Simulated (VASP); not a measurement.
# Nb (Fm-3m) in VASP: single point with HSE06

Aim: the single point of Nb with HSE06.

Everything below comes from runs of VASP 6.6.1. Logs are shortened: lines on timing, memory, paths and dates and some standing lists are left out, and cuts for length are marked.

## Step 1: The cell of the first run

It takes space group Fm-3m (No. 225, cubic). Conventional cell: a = 4.197 Å, b = 4.197 Å, c = 4.197 Å, α = 90.00°, β = 90.00°, γ = 90.00°. Within 3.9 Å of Nb (site symmetry m-3m) lie 12 Nb at 2.97 Å.

This isn't the form of Nb at room conditions, which is bcc.

## Step 2: Single point, HSE06

Contents of POSCAR:

```
Nb
1.0
    0.0000000000      2.0983782754      2.0983782754
    2.0983782754      0.0000000000      2.0983782754
    2.0983782754      2.0983782754      0.0000000000
Nb
1
Direct
    0.0000000000      0.0000000000      0.0000000000
```

Contents of INCAR.step1:

```
PREC = Accurate ; ENCUT = 520
EDIFF = 1E-5 ; ISMEAR = 0
SIGMA = 0.05 ; LREAL = F
LASPH = T ; NELM = 100
ALGO = Normal ; ISIF = 2
LWAVE = T ; LCHARG = F
NBANDS = 12 ; GGA = PE
```

Contents of INCAR.step2:

```
PREC = Accurate ; ENCUT = 520
EDIFF = 1E-6 ; ISMEAR = 0
SIGMA = 0.05 ; LREAL = F
LASPH = T ; NELM = 100
ALGO = Normal ; ISIF = 2
LWAVE = F ; LCHARG = F
GGA = PE ; LHFCALC = T
HFSCREEN = 0.2079 ; PRECFOCK = Normal
NBANDS = 12 ; ISTART = 1
```

Contents of KPOINTS:

```
Automatic mesh
0
Gamma
  8 8 8
```

Potentials or basis: VASP PAW PBE potentials, release 64 (Nb_sv).

Launch:

```console
> cat potpaw_PBE.64/Nb_sv/POTCAR > POTCAR
> cp INCAR.step1 INCAR
> mpirun -np 1 vasp_std > vasp.out
> cp INCAR.step2 INCAR
> mpirun -np 1 vasp_std > vasp.out
```

OUTCAR:

```text
PREC = Accurate
   ENCUT = 520
   EDIFF = 1E-6
   ISMEAR = 0
   LREAL = F
   LASPH = T
   NELM = 100
   ISIF = 2
   GGA = PE
   LHFCALC = T
   HFSCREEN = 0.2079
   PRECFOCK = Normal
   ISTART = 1

 ion  position               nearest neighbor table
   1  0.000  0.000  0.000-

  LATTYP: Found a face centered cubic cell.
 ALAT       =     4.1967565508

  Lattice vectors:

 A1 = (   0.0000000000,   2.0983782754,   2.0983782754)
 A2 = (   2.0983782754,   0.0000000000,   2.0983782754)
 A3 = (   2.0983782754,   2.0983782754,   0.0000000000)

Analysis of symmetry for initial positions (statically):
=====================================================================
 Subroutine PRICEL returns:
 Original cell was already a primitive cell.

 Routine SETGRP: Setting up the symmetry group for a
 face centered cubic supercell.

 Subroutine GETGRP returns: Found 48 space group operations
 (whereof 48 operations were pure point group operations)
 out of a pool of 48 trial point group operations.

The static configuration has the point symmetry O_h .

Analysis of symmetry for dynamics (positions and initial velocities):
=====================================================================
 Subroutine PRICEL returns:
 Original cell was already a primitive cell.

 Routine SETGRP: Setting up the symmetry group for a
 face centered cubic supercell.

 Subroutine GETGRP returns: Found 48 space group operations
 (whereof 48 operations were pure point group operations)
 out of a pool of 48 trial point group operations.

The dynamic configuration has the point symmetry O_h .

 Subroutine INISYM returns: Found 48 space group operations
 (whereof 48 operations are pure point group operations),
 and found     1 'primitive' translations

----------------------------------------------------------------------------------------

                                     Primitive cell

  volume of cell :      18.4791

  direct lattice vectors                    reciprocal lattice vectors
     0.000000000  2.098378275  2.098378275    -0.238279249  0.238279249  0.238279249
     2.098378275  0.000000000  2.098378275     0.238279249 -0.238279249  0.238279249
     2.098378275  2.098378275  0.000000000     0.238279249  0.238279249 -0.238279249

  length of vectors
     2.967555016  2.967555016  2.967555016     0.412711766  0.412711766  0.412711766

  position of ions in fractional coordinates (direct lattice)
     0.000000000  0.000000000  0.000000000

  ion indices of the primitive-cell ions
   primitive index   ion index
                 1           1

----------------------------------------------------------------------------------------

 KPOINTS: Automatic mesh

Automatic generation of k-mesh.
 Grid dimensions read from file:
 generate k-points for:    8    8    8

 Generating k-lattice:

  Cartesian coordinates                     Fractional coordinates (reciprocal lattice)
    -0.029784906  0.029784906  0.029784906     0.125000000  0.000000000  0.000000000
     0.029784906 -0.029784906  0.029784906     0.000000000  0.125000000  0.000000000
     0.029784906  0.029784906 -0.029784906     0.000000000  0.000000000  0.125000000

  Length of vectors
     0.051588971  0.051588971  0.051588971

  Shift w.r.t. Gamma in fractional coordinates (k-lattice)
     0.000000000  0.000000000  0.000000000

 Subroutine IBZKPT returns following result:
 ===========================================

 Found     29 irreducible k-points:

 Following reciprocal coordinates:
            Coordinates               Weight
  0.000000  0.000000  0.000000      1.000000
  0.125000  0.000000  0.000000      8.000000
  0.250000  0.000000  0.000000      8.000000
  0.375000  0.000000  0.000000      8.000000
  0.500000  0.000000  0.000000      4.000000
  0.125000  0.125000  0.000000      6.000000
[... 16 lines left out ...]
  0.500000  0.250000  0.125000     48.000000
 -0.375000  0.250000  0.125000     24.000000
 [... further k-points ...]
   k-points           NKPTS =     29   k-points in BZ     NKDIM =    512   number of bands    NBANDS=     12
   number of dos      NEDOS =    301   number of ions     NIONS =      1
   total plane-waves  NPLWV =  13824
   dimension x,y,z NGX =    24 NGY =   24 NGZ =   24
   dimension x,y,z NGXF=    48 NGYF=   48 NGZF=   48
   ions per type =               1
   NGX,Y,Z   is equivalent  to a cutoff of  13.45, 13.45, 13.45 a.u.
   NGXF,Y,Z  is equivalent  to a cutoff of  26.89, 26.89, 26.89 a.u.
 SYSTEM =  unknown system
   PREC   = accura    normal or accurate (medium, high low for compatibility)
   ISTART =      1    job   : 0-new  1-cont  2-samecut
   ICHARG =      0    charge: 1-file 2-atom 10-const
   ISPIN  =      1    spin polarized calculation?
   LNONCOLLINEAR =      F non collinear calculations
   LSORBIT =      F    spin-orbit coupling
   LASPH  =      T    aspherical Exc in radial PAW
   ENCUT  =  520.0 eV  38.22 Ry    6.18 a.u.   5.52  5.52  5.52*2*pi/ulx,y,z
   NELM   =    100;   NELMIN=  2; NELMDL=  0     # of ELM steps
   EDIFF  = 0.1E-05   stopping-criterion for ELM
   LREAL  =      F    real-space projection
   EDIFFG = 0.1E-04   stopping-criterion for IOM
   NSW    =      0    number of steps for IOM
   IBRION =     -1    ionic relax: 0-MD 1-quasi-New 2-CG
   NFREE  =      0    steps in history (QN), initial steepest desc. (CG)
   ISIF   =      2    stress and relaxation
   ISYM   =      3    0-nonsym 1-usesym 2-fastsym
   POTIM  = 0.5000    time-step for ionic-motion
   TEBEG  =    0.0;   TEEND  =   0.0 temperature during run
   PSTRESS=    0.0 pullay stress
   NELECT =      13.0000    total number of electrons
   NUPDOWN=      -1.0000    fix difference up-down
   EMIN   =  10.00;   EMAX   =-10.00  energy-range for DOS
   EFERMI =   0.00;   METHOD = LEGACY
   ISMEAR =     0;   SIGMA  =   0.05  broadening in eV -4-tet -1-fermi 0-gaus
   EFERMI_NEDOS =   21; number of points for ismear=-14 and -15
   IALGO  =     38    algorithm
   IMIX   =      1    mixing-type and parameters
     AMIX     =   0.40;   BMIX     =  1.00
     AMIX_MAG =   1.60;   BMIX_MAG =  1.00
  volume/ion in A,a.u.               =      18.48       124.70
  Fermi-wavevector in a.u.,A,eV,Ry     =   1.456003  2.751446 28.843586  2.119944
  Thomas-Fermi vector in A             =   2.572972
   LORBIT       =      0    0 simple, 1 ext, 2 COOP (PROOUT), +10 PAW based schemes
   GGA     = PE    functional components
   LHFCALC =     T    Hartree Fock is set to
   PRECFOCK=normal    Normal, Fast or Accurate (Low or Medium for compatibility)
   ENCUT4O =  -1.0   cutoff for four orbital integrals eV
   NKREDX  =     1    reduce k-point grid by
   NKREDY  =     1    reduce k-point grid by
   NKREDZ  =     1    reduce k-point grid by
   AEXX    =    0.2500 exact exchange contribution
   HFSCREEN=    0.2079 screening length (either q_TF or 0.3 A-1)
   HFSCREENC=   0.2079 screening length for correlation (either q_TF or 0.3 A-1)
   ENCUTFOCK=  -1.0 apply spherical cutoff to Coloumb kernel
   IVDW    =     0    specifies the selected vdW correction
   LEPSILON=     F    determine dielectric tensor
   LRPA    =     F    only Hartree local field effects (RPA)
 non-spin polarized calculation
 Gauss-broadening in eV      SIGMA  =   0.05
  energy-cutoff  :      520.00
  volume of cell :       18.48
 maximum number of plane-waves:       531
 NGX is ok and might be reduce to    24
  NGX = 18; NGY = 18; NGZ = 18

 number of electron      13.0000001 magnetization

 Free energy of the ion-electron system (eV)
  ---------------------------------------------------
  ext. energy  EPLUGINS =         0.00000000
  ---------------------------------------------------
  free energy    TOTEN  =       -11.47529912 eV

  energy without entropy =      -11.47359185  energy(sigma->0) =      -11.47444549

 E-fermi :  11.1924     XC(G=0): -10.1372

 val. band max:       11.1833199336   @ k =   0.3750   0.0000   0.0000
 cond. band min:      11.2134194824   @ k =  -0.3750   0.1250   0.0000
 fundamental gap:      0.0300995488
 Fermi energy:        11.1924079346

 k-point     1 :       0.0000    0.0000    0.0000
  band No.  band energies     occupation
      1     -47.6285      2.00000
      2     -21.4855      2.00000
      3     -21.4855      2.00000
      4     -21.4855      2.00000
      5       3.7757      2.00000
      6      11.4561      0.00000
      7      11.4561      0.00000
      8      11.4561      0.00000
      9      14.6616      0.00000
     10      14.6617      0.00000
     11      23.5648      0.00000
     12      28.8071      0.00000

 k-point     2 :       0.1250    0.0000    0.0000
  band No.  band energies     occupation
      1     -47.5951      2.00000
      2     -21.7052      2.00000
      3     -21.5106      2.00000
      4     -21.5106      2.00000
      5       4.4211      2.00000
      6      10.8843      2.00000
      7      11.7280      0.00000
      8      11.7280      0.00000
      9      14.4228      0.00000
     10      14.4228      0.00000
     11      24.7654      0.00000
     12      26.9423      0.00000

 k-point     3 :       0.2500    0.0000    0.0000
  band No.  band energies     occupation
      1     -47.5136      2.00000
      2     -22.2160      2.00000
      3     -21.5708      2.00000
      4     -21.5708      2.00000
      5       5.8516      2.00000
      6      10.2168      2.00000
      7      11.9244      0.00000
      8      11.9244      0.00000
      9      14.5970      0.00000
     10      14.5970      0.00000
     11      24.2181      0.00000
     12      27.4155      0.00000
[... 286 lines left out ...]
 k-point    23 :       0.5000    0.2500    0.1250
  band No.  band energies     occupation
      1     -47.3859      2.00000
      2     -22.5873      2.00000
      3     -21.9810      2.00000
      4     -21.7289      2.00000
      5       7.8936      2.00000
      6       9.3814      2.00000
      7      10.2295      2.00000
      8      13.0583      0.00000
      9      15.2866      0.00000
     10      18.2124      0.00000
     11      23.8282      0.00000
     12      26.8573      0.00000

 k-point    24 :      -0.3750    0.2500    0.1250
  band No.  band energies     occupation
      1     -47.3580      2.00000
      2     -22.6965      2.00000
      3     -22.0302      2.00000
      4     -21.7700      2.00000
      5       7.9548      2.00000
      6       9.2516      2.00000
      7      10.8003      2.00000
      8      12.7475      0.00000
      9      16.2041      0.00000
     10      19.3509      0.00000
     11      21.8036      0.00000
     12      26.3516      0.00000

 [... further k-points ...]
[... 5 lines left out ...]
  --------------------------------------------------------------------------------------
  -------------------------------------------------------------------------------------
  Total       -0.0180717     -0.0180717     -0.0180717      0.0000000     -0.0000000      0.0000000
  in kB       -1.5668509     -1.5668509     -1.5668509      0.0000000     -0.0000000      0.0000000
  external PRESSURE =      -1.5668509 kB  Pullay stress =       0.0000000 kB

 VOLUME and BASIS-vectors are now :
 -----------------------------------------------------------------------------
  energy-cutoff  :      520.00
  volume of cell :       18.48
      direct lattice vectors                 reciprocal lattice vectors
     0.000000000  2.098378275  2.098378275    -0.238279249  0.238279249  0.238279249
     2.098378275  0.000000000  2.098378275     0.238279249 -0.238279249  0.238279249
     2.098378275  2.098378275  0.000000000     0.238279249  0.238279249 -0.238279249

 POSITION                                       TOTAL-FORCE (eV/Angst)
 -----------------------------------------------------------------------------------
      0.00000      0.00000      0.00000        -0.000000      0.000000      0.000000
 -----------------------------------------------------------------------------------
    total drift:                                0.000001      0.000001     -0.000000

  FREE ENERGIE OF THE ION-ELECTRON SYSTEM (eV)
  ---------------------------------------------------
  free  energy   TOTEN  =       -11.4752991244 eV

  energy  without entropy=      -11.4735918526  energy(sigma->0) =      -11.47444549
```

Wall time 45 min (1 thread of AMD EPYC 7R13 (Zen 3), shared host); peak memory 0.23 GiB.

What came out:

```
Free energy            : -11.4753 eV
Pressure               : -0.2 GPa
Band gap on the k mesh : zero (an odd number of electrons rules out a gap without spin polarisation)
```

Levels at points of the mesh, in eV from the Fermi level:
| k point | band 3 | band 4 | band 5 | band 6 | band 7 | band 8 | band 9 | band 10 |
| --- | --- | --- | --- | --- | --- | --- | --- | --- |
| (0.00, 0.00, 0.00) | -32.68 | -32.68 | -7.42 | 0.26 | 0.26 | 0.26 | 3.47 | 3.47 |
| (0.50, 0.00, 0.00) | -32.85 | -32.85 | -4.69 | 0.11 | 0.11 | 1.12 | 5.45 | 5.45 |
| (0.50, 0.50, 0.00) | -33.15 | -33.15 | -4.83 | -4.15 | 3.75 | 5.59 | 6.00 | 6.00 |

Caveat: the PAW data sets were made with another functional, which shifts forces and pressure a little.

The gap in the log of VASP goes by the Fermi energy; the results here count the filled bands.